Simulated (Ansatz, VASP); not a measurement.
## P: VASP beside Ansatz

File POSCAR:

```
P
1.0
    1.7893062867      1.0330564662      8.6476050088
   -1.7893062867      1.0330564662      8.6476050088
    0.0000000000     -2.0661129326      8.6476050088
P
3
Direct
    0.0000000000      0.0000000000      0.0000000000
    0.2222200000      0.2222200000      0.2222200000
    0.7777800000      0.7777800000      0.7777800000
```

File INCAR.step1:

```
SYSTEM = P
PREC = Accurate
ENCUT = 520
ISMEAR = 0
SIGMA = 0.1
LREAL = .False.
LASPH = .True.
NELM = 100
NBANDS = 14
GGA = PE
ALGO = Normal
EDIFF = 1E-4
LWAVE = .True.
LCHARG = .False.
```

Contents of INCAR.step2:

```
SYSTEM = P
PREC = Accurate
ENCUT = 520
EDIFF = 1E-7
ISMEAR = 0
SIGMA = 0.1
LREAL = .False.
LASPH = .True.
NELM = 100
ALGO = Normal
ISIF = 2
LWAVE = .False.
LCHARG = .False.
METAGGA = R2SCAN
LMIXTAU = .True.
NBANDS = 14
ISTART = 1
```

KPOINTS

```
Automatic mesh
0
Gamma
  6 6 6
  0 0 0
```

Input for Ansatz:

```yaml
crystal:
  lattice:
    - [1.7893062867, 1.0330564662, 8.6476050088]
    - [-1.7893062867, 1.0330564662, 8.6476050088]
    - [0.0, -2.0661129326, 8.6476050088]
  atoms:
    - { symbol: P, position: [0.0, 0.0, 0.0] }
    - { symbol: P, position: [0.22222, 0.22222, 0.22222] }
    - { symbol: P, position: [0.77778, 0.77778, 0.77778] }
basis:
  ecutwfc: 500
kpoints:
  mp_grid: { grid: [6, 6, 6] }
hamiltonian:
  xc: r2scan
scf:
  occupations: { method: gaussian, width: 0.1 }
  lower_state_search: "off"
output:
  forces: true
  stress: true
  eigenvalues: true
```

Alike in both runs: task single point; functional r2SCAN; k mesh 6 × 6 × 6; occupations gaussian, width 0.1 eV; no spin polarisation.

|  | VASP | Ansatz |
| --- | --- | --- |
| version | VASP 6.6.1 | Ansatz 0.2.0 |
| potentials or method | VASP PAW PBE potentials, release 64 (P), cutoff 520 eV | scalar-relativistic, plane waves, PAW |
| valence electrons in the cell | 15 | 15 |

|  | VASP | Ansatz | Ansatz less VASP |
| --- | --- | --- | --- |
| gap on the k mesh at the Fermi level (eV) | none | none | - |
| pressure (GPa) | -15.4 | -15.4 | 0.00 |
| traceless stress, the component that is largest in VASP (GPa) | 0.38 | 0.38 | +0.003 |
| rms of the force components (eV/Å) | 0.035 | 0.035 | +0.0002 |

VASP's potentials were made for PBE, not for r2SCAN. Atom by atom the forces differ by 0.000 eV/Å (rms over components). A gap of «none» marks a metal or a gap that the smearing closes. With one functional, cell and mesh, what is left measures potentials, basis and numerics.
